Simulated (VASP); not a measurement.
# CoNiO2 (P4/mmm) in VASP: further runs

Aim: see how the results for CoNiO2 move with the level of theory and the settings. Levels: LDA, PBEsol. Tasks: single point.

Everything below comes from runs of VASP 6.6.1. Logs are shortened: lines on timing, memory, paths and dates and some standing lists are left out, and cuts for length are marked.

### Step 1. The cell of the first run

It takes space group P4/mmm (No. 123, tetragonal). Conventional cell: a = 3.034 Å, b = 3.034 Å, c = 4.250 Å, α = 90.00°, β = 90.00°, γ = 90.00°. Ni (site symmetry 4/mmm) has 6 O at 2.13 to 2.15 Å within 2.8 Å. Within 2.8 Å of Co (site symmetry 4/mmm) lie 6 O at 2.13 to 2.15 Å. O (site symmetry 4/mmm) has 2 Ni at 2.13 Å and 4 Co at 2.15 Å within 2.8 Å. O (site symmetry 4/mmm) has 2 Co at 2.13 Å and 4 Ni at 2.15 Å within 2.8 Å.

### Step 2. Single point, LDA, collinear spin, ferromagnetic start (9.78 Å³/atom)

INCAR reads:

```
  PREC = Accurate
  ENCUT = 520
  EDIFF = 1E-6
  ISMEAR = -1
  SIGMA = 0.05
  LREAL = False
  LASPH = True
  NELM = 150
  ALGO = Normal
  ISIF = 2
  LWAVE = False
  LCHARG = True
  ISPIN = 2
  MAGMOM = 1 2 0 0
  LORBIT = 11
  LMAXMIX = 4
  LELF = True
  LVHAR = True
  NBANDS = 28
```

KPOINTS reads:

```
Automatic mesh
0
Gamma
  9 9 6
```

POSCAR reads:

```
CoNiO2
1.0
    3.0342960520      0.0000000000      0.0000000000
    0.0000000000      3.0342960520      0.0000000000
    0.0000000000      0.0000000000      4.2502479672
Ni Co O
1 1 2
Direct
    0.0000000000      0.0000000000      0.0000000000
    0.5000000000      0.5000000000      0.5000000000
    0.0000000000      0.0000000000      0.5000000000
    0.5000000000      0.5000000000      0.0000000000
```

Potentials or basis: VASP PAW LDA potentials, release 64 (Ni, Co, O).

Started as:

```bash
> cat potpaw_LDA.64/Ni/POTCAR potpaw_LDA.64/Co/POTCAR potpaw_LDA.64/O/POTCAR > POTCAR
> mpirun -np 1 vasp_std > vasp.out
```

OUTCAR:

```text
PREC = Accurate
   ENCUT = 520
   EDIFF = 1E-6
   ISMEAR = -1
   LREAL = False
   LASPH = True
   NELM = 150
   ISIF = 2
   ISPIN = 2
   LORBIT = 11

 ion  position               nearest neighbor table
   1  0.000  0.000  0.000-   3 2.13   3 2.13   4 2.15   4 2.15   4 2.15   4 2.15   2 3.02   2 3.02
                             2 3.02   2 3.02   2 3.02   2 3.02   2 3.02   2 3.02
   2  0.500  0.500  0.500-   4 2.13   4 2.13   3 2.15   3 2.15   3 2.15   3 2.15   1 3.02   1 3.02
                             1 3.02   1 3.02   1 3.02   1 3.02   1 3.02   1 3.02
   3  0.000  0.000  0.500-   1 2.13   1 2.13   2 2.15   2 2.15   2 2.15   2 2.15
   4  0.500  0.500  0.000-   2 2.13   2 2.13   1 2.15   1 2.15   1 2.15   1 2.15

  LATTYP: Found a simple tetragonal cell.
 ALAT       =     3.0342960520
 C/A-ratio  =     1.4007360832

  Lattice vectors:

 A1 = (   3.0342960520,   0.0000000000,   0.0000000000)
 A2 = (   0.0000000000,   3.0342960520,   0.0000000000)
 A3 = (   0.0000000000,   0.0000000000,   4.2502479672)

Analysis of symmetry for initial positions (statically):
=====================================================================
 Subroutine PRICEL returns:
 Original cell was already a primitive cell.

 Routine SETGRP: Setting up the symmetry group for a
 simple tetragonal supercell.

 Subroutine GETGRP returns: Found 16 space group operations
 (whereof 16 operations were pure point group operations)
 out of a pool of 16 trial point group operations.

The static configuration has the point symmetry D_4h.

Analysis of symmetry for dynamics (positions and initial velocities):
=====================================================================
 Subroutine PRICEL returns:
 Original cell was already a primitive cell.

 Routine SETGRP: Setting up the symmetry group for a
 simple tetragonal supercell.

 Subroutine GETGRP returns: Found 16 space group operations
 (whereof 16 operations were pure point group operations)
 out of a pool of 16 trial point group operations.

The dynamic configuration has the point symmetry D_4h.

Analysis of structural, dynamic, and magnetic symmetry:
=====================================================================
 Subroutine PRICEL returns:
 Original cell was already a primitive cell.

 Routine SETGRP: Setting up the symmetry group for a
 simple tetragonal supercell.

 Subroutine GETGRP returns: Found 16 space group operations
 (whereof 16 operations were pure point group operations)
 out of a pool of 16 trial point group operations.

The overall configuration has the point symmetry D_4h.

 Subroutine INISYM returns: Found 16 space group operations
 (whereof 16 operations are pure point group operations),
 and found     1 'primitive' translations

----------------------------------------------------------------------------------------

                                     Primitive cell

  volume of cell :      39.1318

  direct lattice vectors                    reciprocal lattice vectors
     3.034296052  0.000000000  0.000000000     0.329565732  0.000000000  0.000000000
     0.000000000  3.034296052  0.000000000     0.000000000  0.329565732  0.000000000
     0.000000000  0.000000000  4.250247967     0.000000000  0.000000000  0.235280390

  length of vectors
     3.034296052  3.034296052  4.250247967     0.329565732  0.329565732  0.235280390

  position of ions in fractional coordinates (direct lattice)
     0.000000000  0.000000000  0.000000000
     0.500000000  0.500000000  0.500000000
     0.000000000  0.000000000  0.500000000
     0.500000000  0.500000000  0.000000000

  ion indices of the primitive-cell ions
   primitive index   ion index
                 1           1
                 2           2
                 3           3
                 4           4

----------------------------------------------------------------------------------------

 KPOINTS: Automatic mesh

Automatic generation of k-mesh.
 Grid dimensions read from file:
 generate k-points for:    9    9    6

 Generating k-lattice:

  Cartesian coordinates                     Fractional coordinates (reciprocal lattice)
     0.036618415  0.000000000  0.000000000     0.111111111  0.000000000  0.000000000
     0.000000000  0.036618415  0.000000000     0.000000000  0.111111111  0.000000000
     0.000000000  0.000000000  0.039213398     0.000000000  0.000000000  0.166666667

  Length of vectors
     0.036618415  0.036618415  0.039213398

  Shift w.r.t. Gamma in fractional coordinates (k-lattice)
     0.000000000  0.000000000  0.000000000

 Subroutine IBZKPT returns following result:
 ===========================================

 Found     60 irreducible k-points:

 Following reciprocal coordinates:
            Coordinates               Weight
  0.000000  0.000000  0.000000      1.000000
  0.111111  0.000000  0.000000      4.000000
  0.222222  0.000000  0.000000      4.000000
  0.333333  0.000000  0.000000      4.000000
  0.444444  0.000000  0.000000      4.000000
  0.111111  0.111111  0.000000      4.000000
[... 16 lines left out ...]
  0.333333  0.111111  0.166667     16.000000
  0.444444  0.111111  0.166667     16.000000
 [... further k-points ...]
   k-points           NKPTS =     60   k-points in BZ     NKDIM =     60   number of bands    NBANDS=     28
   number of dos      NEDOS =    301   number of ions     NIONS =      4
   total plane-waves  NPLWV =  18432
   dimension x,y,z NGX =    24 NGY =   24 NGZ =   32
   dimension x,y,z NGXF=    48 NGYF=   48 NGZF=   64
   ions per type =               1   1   2
   NGX,Y,Z   is equivalent  to a cutoff of  13.15, 13.15, 12.52 a.u.
   NGXF,Y,Z  is equivalent  to a cutoff of  26.30, 26.30, 25.03 a.u.
 SYSTEM =  unknown system
   PREC   = accura    normal or accurate (medium, high low for compatibility)
   ISTART =      0    job   : 0-new  1-cont  2-samecut
   ICHARG =      2    charge: 1-file 2-atom 10-const
   ISPIN  =      2    spin polarized calculation?
   LNONCOLLINEAR =      F non collinear calculations
   LSORBIT =      F    spin-orbit coupling
   LASPH  =      T    aspherical Exc in radial PAW
   ENCUT  =  520.0 eV  38.22 Ry    6.18 a.u.   5.64  5.64  7.90*2*pi/ulx,y,z
   NELM   =    150;   NELMIN=  2; NELMDL= -5     # of ELM steps
   EDIFF  = 0.1E-05   stopping-criterion for ELM
   LREAL  =      F    real-space projection
   EDIFFG = 0.1E-04   stopping-criterion for IOM
   NSW    =      0    number of steps for IOM
   IBRION =     -1    ionic relax: 0-MD 1-quasi-New 2-CG
   NFREE  =      0    steps in history (QN), initial steepest desc. (CG)
   ISIF   =      2    stress and relaxation
   ISYM   =      2    0-nonsym 1-usesym 2-fastsym
   POTIM  = 0.5000    time-step for ionic-motion
   TEBEG  =    0.0;   TEEND  =   0.0 temperature during run
   PSTRESS=    0.0 pullay stress
   NELECT =      31.0000    total number of electrons
   NUPDOWN=      -1.0000    fix difference up-down
   EMIN   =  10.00;   EMAX   =-10.00  energy-range for DOS
   EFERMI =   0.00;   METHOD = LEGACY
   ISMEAR =    -1;   SIGMA  =   0.05  broadening in eV -4-tet -1-fermi 0-gaus
   EFERMI_NEDOS =   21; number of points for ismear=-14 and -15
   IALGO  =     38    algorithm
   IMIX   =      4    mixing-type and parameters
     AMIX     =   0.40;   BMIX     =  1.00
     AMIX_MAG =   1.60;   BMIX_MAG =  1.00
  volume/ion in A,a.u.               =       9.78        66.02
  Fermi-wavevector in a.u.,A,eV,Ry     =   1.514789  2.862535 31.219714  2.294584
  Thomas-Fermi vector in A             =   2.624399
   LORBIT       =     11    0 simple, 1 ext, 2 COOP (PROOUT), +10 PAW based schemes
   GGA     = CA    functional components
   LHFCALC =     F    Hartree Fock is set to
   AEXX    =    0.0000 exact exchange contribution
   IVDW    =     0    specifies the selected vdW correction
   LEPSILON=     F    determine dielectric tensor
   LRPA    =     F    only Hartree local field effects (RPA)
 spin polarized calculation
  energy-cutoff  :      520.00
  volume of cell :       39.13
 maximum number of plane-waves:      1066
 NGX is ok and might be reduce to    24
   NGX = 11   NGY = 11   NGZ = 15

 number of electron      30.9999992 magnetization       3.4971987

 Free energy of the ion-electron system (eV)
  ---------------------------------------------------
  ext. energy  EPLUGINS =         0.00000000
  ---------------------------------------------------
  free energy    TOTEN  =       -27.67540664 eV

  energy without entropy =      -27.60821675  energy(sigma->0) =      -27.64181169

 E-fermi :   6.9461     XC(G=0): -12.7897

 val. band max:        6.9422073165   @ k =   0.1111   0.0000   0.3333
 cond. band min:       6.9497836339   @ k =   0.3333   0.0000   0.0000
 fundamental gap:      0.0075763174
 Fermi energy:         6.9461278650

 spin component 1

 k-point     1 :       0.0000    0.0000    0.0000
  band No.  band energies     occupation
      1     -12.7848      1.00000
      2     -11.4822      1.00000
      3       0.3338      1.00000
      4       2.7049      1.00000
      5       2.7049      1.00000
      6       3.4570      1.00000
[... 709 lines left out ...]
     26      21.3521      0.00000
     27      26.3472      0.00000

 [... further k-points ...]

 spin component 2

 k-point     1 :       0.0000    0.0000    0.0000
  band No.  band energies     occupation
      1     -12.4538      1.00000
      2     -11.1161      1.00000
      3       0.6219      1.00000
      4       3.0559      1.00000
      5       3.0559      1.00000
      6       4.2618      1.00000
[... 709 lines left out ...]
     26      21.7638      0.00000
     27      26.6705      0.00000

 [... further k-points ...]

 [bands above 27 left out]

------------------------ aborting loop because EDIFF is reached ----------------------------------------

  FORCE on cell =-STRESS in cart. coord.  units (eV):
  Direction    XX          YY          ZZ          XY          YZ          ZX
  --------------------------------------------------------------------------------------
  -------------------------------------------------------------------------------------
  Total       -6.2074773     -6.2074773     -6.1815855      0.0000000      0.0000000     -0.0000000
  in kB     -254.1531818   -254.1531818   -253.0930900      0.0000000      0.0000000     -0.0000000
  external PRESSURE =    -253.7998179 kB  Pullay stress =       0.0000000 kB

 VOLUME and BASIS-vectors are now :
 -----------------------------------------------------------------------------
  energy-cutoff  :      520.00
  volume of cell :       39.13
      direct lattice vectors                 reciprocal lattice vectors
     3.034296052  0.000000000  0.000000000     0.329565732  0.000000000  0.000000000
     0.000000000  3.034296052  0.000000000     0.000000000  0.329565732  0.000000000
     0.000000000  0.000000000  4.250247967     0.000000000  0.000000000  0.235280390

 POSITION                                       TOTAL-FORCE (eV/Angst)
 -----------------------------------------------------------------------------------
      0.00000      0.00000      0.00000         0.000000      0.000000      0.000000
      1.51715      1.51715      2.12512         0.000000      0.000000      0.000000
      0.00000      0.00000      2.12512         0.000000      0.000000      0.000000
      1.51715      1.51715      0.00000         0.000000      0.000000      0.000000
 -----------------------------------------------------------------------------------
    total drift:                                0.000000     -0.000000     -0.000000

  FREE ENERGIE OF THE ION-ELECTRON SYSTEM (eV)
  ---------------------------------------------------
  free  energy   TOTEN  =       -27.6754066380 eV

  energy  without entropy=      -27.6082167491  energy(sigma->0) =      -27.64181169

 total charge

# of ion       s       p       d       tot
------------------------------------------
    1        0.308   0.348   8.325   8.982
    2        0.294   0.347   7.155   7.796
    3        1.550   3.350   0.000   4.900
    4        1.555   3.328   0.000   4.883
--------------------------------------------------
tot          3.707   7.373  15.480  26.560

 magnetization (x)

# of ion       s       p       d       tot
------------------------------------------
    1        0.008   0.006   0.610   0.623
    2        0.017   0.019   2.359   2.395
    3        0.023   0.207   0.000   0.229
    4        0.018   0.147   0.000   0.165
--------------------------------------------------
tot          0.065   0.378   2.969   3.413
```

Run time: 60 s. Hardware: 1 thread of Intel Xeon 6975P-C (Granite Rapids), shared host; peak memory 0.22 GiB.

Results:

| Property | Result |
| --- | --- |
| Free energy | -27.6754 eV |
| Pressure | -25.4 GPa |
| Net moment | 3.50 μB per cell |
| Site moments | Ni +0.62; Co +2.40; O +0.23, +0.17 μB |
| Valence electrons inside the program's atomic spheres | Ni 8.98; Co 7.80; O 4.90, 4.88 |

Levels at points of the mesh, in eV from the Fermi level:
Spin up:
```csv
k point,band 15,band 16,band 17,band 18,band 19,band 20,band 21,band 22
"(0.00, 0.00, 0.00)",-1.66,-1.36,-1.20,-1.20,1.10,5.74,9.83,11.72
"(0.00, 0.00, 0.50)",-1.46,-0.98,-0.98,-0.80,4.86,4.87,12.57,12.57
```
Spin down:
```csv
k point,band 10,band 11,band 12,band 13,band 14,band 15,band 16,band 17,band 18,band 19
"(0.00, 0.00, 0.00)",-1.30,-1.30,-1.18,-0.96,-0.90,-0.12,-0.05,-0.05,0.31,1.42
"(0.00, 0.00, 0.50)",-1.57,-0.91,-0.49,-0.49,-0.17,-0.11,0.07,0.07,0.67,5.20
```

Caveat: the cell stands under tension; semilocal functionals often make such compounds metallic where correlation or magnetic order opens a gap, which also shifts bond lengths. With open d or f shells a metallic result of LDA can be an artefact of self-interaction; +U or a hybrid may open a gap.

(Part 1 of 3 ends here.)
